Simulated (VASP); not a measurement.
# SnO (Romarchite) (P4/nmm) in VASP: further runs

Aim: see how the results for SnO (Romarchite) move with the level of theory and the settings. Levels: PBE, r2SCAN+rVV10, r2SCAN. Tasks: single point, relaxation of cell and atoms.

Everything below comes from runs of VASP 6.6.1. Logs are shortened: lines on timing, memory, paths and dates and some standing lists are left out, and cuts for length are marked.

## 1. The cell of the first run

The structure is tetragonal, space group P4/nmm (No. 129). The conventional cell has a = 3.868 Å, b = 3.868 Å, c = 5.076 Å, α = 90.00°, β = 90.00°, γ = 90.00°. Within 3.0 Å of Sn (site symmetry 4mm) lie 4 O at 2.25 Å. O (site symmetry -4m2) has 4 Sn at 2.25 Å and 4 O at 2.73 Å within 3.0 Å.

## 2. Single point, PBE

INCAR reads:

```
PREC = Accurate
ENCUT = 520
EDIFF = 1E-6
ISMEAR = 1
SIGMA = 0.126
LREAL = False
LASPH = True
NELM = 80
ALGO = Normal
ISIF = 2
LWAVE = False
LCHARG = True
GGA = PE
LELF = True
LVHAR = True
NBANDS = 28
```

KPOINTS reads:

```
Automatic mesh
0
Gamma
  5 5 4
```

POSCAR reads:

```
SnO
1.0
    3.8677169828      0.0000000000      0.0000000000
    0.0000000000      3.8677169828      0.0000000000
    0.0000000000      0.0000000000      5.0760846902
Sn O
2 2
Direct
    0.5000000000      0.0000000000      0.2283218750
    0.0000000000      0.5000000000      0.7716781250
    0.0000000000      0.0000000000      0.0000000000
    0.5000000000      0.5000000000      0.0000000000
```

Potentials or basis: VASP PAW PBE potentials, release 64 (Sn_d, O).

Launch:

```sh
cat potpaw_PBE.64/Sn_d/POTCAR potpaw_PBE.64/O/POTCAR > POTCAR
mpirun -np 1 vasp_std > vasp.out
```

OUTCAR:

```text
PREC = Accurate
   ENCUT = 520
   EDIFF = 1E-6
   ISMEAR = 1
   LREAL = False
   LASPH = True
   NELM = 80
   ISIF = 2
   GGA = PE

 ion  position               nearest neighbor table
   1  0.500  0.000  0.228-   3 2.25   4 2.25   4 2.25   3 2.25   2 3.59   2 3.59   2 3.59   2 3.59

   2  0.000  0.500  0.772-   3 2.25   4 2.25   3 2.25   4 2.25   1 3.59   1 3.59   1 3.59   1 3.59

   3  0.000  0.000  0.000-   1 2.25   2 2.25   2 2.25   1 2.25
   4  0.500  0.500  0.000-   1 2.25   2 2.25   1 2.25   2 2.25

  LATTYP: Found a simple tetragonal cell.
 ALAT       =     3.8677169828
 C/A-ratio  =     1.3124240250

  Lattice vectors:

 A1 = (   3.8677169828,   0.0000000000,   0.0000000000)
 A2 = (   0.0000000000,   3.8677169828,   0.0000000000)
 A3 = (   0.0000000000,   0.0000000000,   5.0760846902)

Analysis of symmetry for initial positions (statically):
=====================================================================
 Subroutine PRICEL returns:
 Original cell was already a primitive cell.

 Routine SETGRP: Setting up the symmetry group for a
 simple tetragonal supercell.

 Subroutine GETGRP returns: Found 16 space group operations
 (whereof  8 operations were pure point group operations)
 out of a pool of 16 trial point group operations.

The static configuration has the point symmetry D_2d.
 The point group associated with its full space group is D_4h.

Analysis of symmetry for dynamics (positions and initial velocities):
=====================================================================
 Subroutine PRICEL returns:
 Original cell was already a primitive cell.

 Routine SETGRP: Setting up the symmetry group for a
 simple tetragonal supercell.

 Subroutine GETGRP returns: Found 16 space group operations
 (whereof  8 operations were pure point group operations)
 out of a pool of 16 trial point group operations.

The dynamic configuration has the point symmetry D_2d.
 The point group associated with its full space group is D_4h.

 Subroutine INISYM returns: Found 16 space group operations
 (whereof  8 operations are pure point group operations),
 and found     1 'primitive' translations

----------------------------------------------------------------------------------------

                                     Primitive cell

  volume of cell :      75.9343

  direct lattice vectors                    reciprocal lattice vectors
[... 84 lines left out ...]
   EDIFF  = 0.1E-05   stopping-criterion for ELM
   LREAL  =      F    real-space projection
   EDIFFG = 0.1E-04   stopping-criterion for IOM
   NSW    =      0    number of steps for IOM
   IBRION =     -1    ionic relax: 0-MD 1-quasi-New 2-CG
   NFREE  =      0    steps in history (QN), initial steepest desc. (CG)
   ISIF   =      2    stress and relaxation
   ISYM   =      2    0-nonsym 1-usesym 2-fastsym
   POTIM  = 0.5000    time-step for ionic-motion
   TEBEG  =    0.0;   TEEND  =   0.0 temperature during run
   PSTRESS=    0.0 pullay stress
   NELECT =      40.0000    total number of electrons
   NUPDOWN=      -1.0000    fix difference up-down
   EMIN   =  10.00;   EMAX   =-10.00  energy-range for DOS
   EFERMI =   0.00;   METHOD = LEGACY
   ISMEAR =     1;   SIGMA  =   0.13  broadening in eV -4-tet -1-fermi 0-gaus
   EFERMI_NEDOS =   21; number of points for ismear=-14 and -15
   IALGO  =     38    algorithm
   IMIX   =      4    mixing-type and parameters
     AMIX     =   0.40;   BMIX     =  1.00
     AMIX_MAG =   1.60;   BMIX_MAG =  1.00
  volume/ion in A,a.u.               =      18.98       128.11
  Fermi-wavevector in a.u.,A,eV,Ry     =   1.322154  2.498509 23.784229  1.748092
  Thomas-Fermi vector in A             =   2.451856
   LORBIT       =      0    0 simple, 1 ext, 2 COOP (PROOUT), +10 PAW based schemes
   GGA     = PE    functional components
   LHFCALC =     F    Hartree Fock is set to
   AEXX    =    0.0000 exact exchange contribution
   IVDW    =     0    specifies the selected vdW correction
   LEPSILON=     F    determine dielectric tensor
   LRPA    =     F    only Hartree local field effects (RPA)
 non-spin polarized calculation
 Methfessel and Paxton  Order N= 1 SIGMA  =   0.13
  energy-cutoff  :      520.00
  volume of cell :       75.93
 maximum number of plane-waves:      2064
 NGX is ok and might be reduce to    30
   NGX = 15   NGY = 15   NGZ = 19

 number of electron      39.9999997 magnetization

 Free energy of the ion-electron system (eV)
  ---------------------------------------------------
  ext. energy  EPLUGINS =         0.00000000
  ---------------------------------------------------
  free energy    TOTEN  =       -22.72532656 eV

  energy without entropy =      -22.72555362  energy(sigma->0) =      -22.72540225

 E-fermi :   6.2047     XC(G=0):  -9.8120

 val. band max:        6.1174191907   @ k =   0.0000   0.0000   0.0000
 cond. band min:       7.0304950545   @ k =   0.4000   0.4000   0.0000
 fundamental gap:      0.9130758638
 Fermi energy:         6.2046588404

 k-point     1 :       0.0000    0.0000    0.0000
  band No.  band energies     occupation
      1     -15.6229      2.00000
      2     -15.2586      2.00000
      3     -15.2534      2.00000
      4     -15.2534      2.00000
      5     -15.2240      2.00000
      6     -15.2094      2.00000
[... 547 lines left out ...]
     27      15.5608      0.00000
     28      15.6664      0.00000

------------------------ aborting loop because EDIFF is reached ----------------------------------------

  FORCE on cell =-STRESS in cart. coord.  units (eV):
  Direction    XX          YY          ZZ          XY          YZ          ZX
  --------------------------------------------------------------------------------------
  -------------------------------------------------------------------------------------
  Total        0.0984388      0.0984388      0.1244311      0.0000000     -0.0000000      0.0000000
  in kB        2.0770109      2.0770109      2.6254357      0.0000000     -0.0000000      0.0000000
  external PRESSURE =       2.2598191 kB  Pullay stress =       0.0000000 kB

 VOLUME and BASIS-vectors are now :
 -----------------------------------------------------------------------------
  energy-cutoff  :      520.00
  volume of cell :       75.93
      direct lattice vectors                 reciprocal lattice vectors
     3.867716983  0.000000000  0.000000000     0.258550459  0.000000000  0.000000000
     0.000000000  3.867716983  0.000000000     0.000000000  0.258550459  0.000000000
     0.000000000  0.000000000  5.076084690     0.000000000  0.000000000  0.197002229

 POSITION                                       TOTAL-FORCE (eV/Angst)
 -----------------------------------------------------------------------------------
      1.93386      0.00000      1.15898         0.000000     -0.000000      0.083130
      0.00000      1.93386      3.91710         0.000000      0.000000     -0.083130
      0.00000      0.00000      0.00000         0.000000     -0.000000      0.000000
      1.93386      1.93386      0.00000         0.000000      0.000000      0.000000
 -----------------------------------------------------------------------------------
    total drift:                                0.000000      0.000000      0.000000

  FREE ENERGIE OF THE ION-ELECTRON SYSTEM (eV)
  ---------------------------------------------------
  free  energy   TOTEN  =       -22.7253265648 eV

  energy  without entropy=      -22.7255536230  energy(sigma->0) =      -22.72540225
```

Wall time 22 s (1 thread of Intel Xeon 6975P-C (Granite Rapids), shared host); peak memory 0.19 GiB.

Results:

```
Free energy            : -22.7253 eV
Pressure               : 0.2 GPa
Largest force          : 0.083 eV/Å
Band gap on the k mesh : 0.91 eV, indirect (least direct gap 1.90 eV)
```

Forces on the atoms (eV/Å):
```
Sn   0.000  0.000  0.083
Sn   0.000  0.000 -0.083
O    0.000  0.000  0.000
O    0.000  0.000  0.000
```

Caveat: spin-orbit coupling is left out, which moves the levels of the heavy elements. PBE gaps usually lie below the measured ones, often by a third to a half.

## 3. Single point, r2SCAN+rVV10

This run uses another cell than the first one, of 17.18 Å³/atom, 0.905 times its volume.

POSCAR reads:

```
SnO
1.0
    3.7919477607      0.0000000000      0.0000000000
    0.0000000000      3.7919477607      0.0000000000
    0.0000000000      0.0000000000      4.7799463187
Sn O
2 2
Direct
    0.5000000000      0.0000000000      0.2400887562
    0.0000000000      0.5000000000      0.7599112438
    0.0000000000      0.0000000000      0.0000000000
    0.5000000000      0.5000000000      0.0000000000
```

INCAR.step1 reads:

```
  PREC = Accurate
  ENCUT = 520
  ISMEAR = 1
  SIGMA = 0.3
  LREAL = False
  LASPH = True
  NELM = 60
  NBANDS = 28
  GGA = PE
  ALGO = Normal
  EDIFF = 1E-4
  LWAVE = True
  LCHARG = False
```

INCAR.step2 reads:

```
  PREC = Accurate
  ENCUT = 520
  EDIFF = 1E-7
  ISMEAR = 1
  SIGMA = 0.3
  LREAL = False
  LASPH = True
  NELM = 60
  ALGO = Normal
  ISIF = 2
  LWAVE = False
  LCHARG = False
  METAGGA = R2SCAN
  LMIXTAU = True
  LUSE_VDW = True
  IVDW_NL = 2
  BPARAM = 11.95
  CPARAM = 0.0093
  NBANDS = 28
  ISTART = 1
```

KPOINTS is that of step 2.

Potentials or basis: VASP PAW PBE potentials, release 64 (Sn_d, O).

Launch:

```sh
cat potpaw_PBE.64/Sn_d/POTCAR potpaw_PBE.64/O/POTCAR > POTCAR
cp INCAR.step1 INCAR
mpirun -np 1 vasp_std > vasp.out
cp INCAR.step2 INCAR
mpirun -np 1 vasp_std > vasp.out
```

Wall time 100 s (1 thread of Intel Xeon 6975P-C (Granite Rapids), shared host); peak memory 0.3 GiB.

The run converged. Its results:

```
Free energy            : -65.8245 eV
Pressure               : 0.7 GPa
Largest force          : 0.140 eV/Å
Band gap on the k mesh : 0.44 eV, indirect (least direct gap 2.35 eV)
```

Forces in eV/Å, atoms in the order of the input:
```
Sn   0.000  0.000  0.140
Sn   0.000  0.000 -0.140
O    0.000  0.000  0.000
O    0.000  0.000  0.000
```

Stress tensor (GPa, compression positive):
```
0.81 0.00 0.00
0.00 0.81 0.00
0.00 0.00 0.59
```

Levels at points of the mesh, in eV from the valence-band top:
```tsv
k point	band 18	band 19	band 20	band 21	band 22	band 23
(0.00, 0.00, 0.00)	-3.68	-3.68	0.00	2.44	4.68	4.75
(0.00, 0.00, 0.50)	-3.69	-3.00	-2.63	1.92	2.97	2.97
```

Caveat: the PAW data sets were made with another functional, which shifts forces and pressure a little; spin-orbit coupling is left out, which moves the levels of the heavy elements. r2SCAN opens gaps a little over a GGA but as a rule still falls short of measured ones.

[end of part 1 of 2]
